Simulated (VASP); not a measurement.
Wanted: the native input for a VASP 6.6.1 run.

```
Task                   : single point
Functional             : PBE
Potentials or basis    : VASP PAW PBE potentials, release 64 (Au, S)
Cutoff                 : 520 eV
k mesh                 : 4 × 4 × 4
Occupations            : fermi-dirac, width 0.1 eV
Spin                   : no spin polarisation
Dipole correction      : no
Further INCAR settings : ALGO = Normal; EDIFF = 1e-06; NBANDS = 57
```

The structure of Au8S lies in POSCAR:

```
Au8S
1.0
   -2.9238730000      3.1716590000      4.3114740000
    5.8477460000      0.0000000000      0.0000000000
    2.9238730000      3.1716590000     -4.3114740000
Au S
8 1
Direct
    0.6250000000      0.3750000000      0.8750000000
    0.1250000000      0.3750000000      0.3750000000
    0.6250000000      0.8750000000      0.3750000000
    0.6250000000      0.3750000000      0.3750000000
    0.6250000000      0.8750000000      0.8750000000
    0.1250000000      0.8750000000      0.3750000000
    0.1250000000      0.8750000000      0.8750000000
    0.1250000000      0.3750000000      0.8750000000
    0.0000000000      0.0000000000      0.0000000000
```

The input as run:

INCAR

```
SYSTEM = Au8S
PREC = Accurate ; ENCUT = 520
EDIFF = 1E-6 ; ISMEAR = -1
SIGMA = 0.1 ; LREAL = .FALSE.
LASPH = .TRUE. ; NELM = 80
ALGO = Normal ; ISIF = 2
LWAVE = .FALSE. ; LCHARG = .TRUE.
GGA = PE ; LELF = .TRUE.
LVHAR = .TRUE. ; NBANDS = 57
```

KPOINTS

```
Automatic mesh
0
G
  4 4 4
  0 0 0
```

Potentials or basis: VASP PAW PBE potentials, release 64 (Au, S).

Run with:

```console
$ cat potpaw_PBE.64/Au/POTCAR potpaw_PBE.64/S/POTCAR > POTCAR
$ mpirun -np 1 vasp_std > vasp.out
```

It gave:

```
Pressure               : 38.0 GPa
Largest force          : 19.272 eV/Å
Band gap on the k mesh : zero (bands 47 and 48 overlap by 0.21 eV)
```

Caveat: the cell stands under pressure; spin-orbit coupling is left out, which moves the levels of the heavy elements; forces of over 1 eV/Å act on the atoms, so gaps and moduli don't describe the material at rest.

Run time: 2.9 min on 1 thread of Intel(R) Xeon(R) Platinum 8488C (Sapphire Rapids) (shared host), peak memory 0.37 GiB.
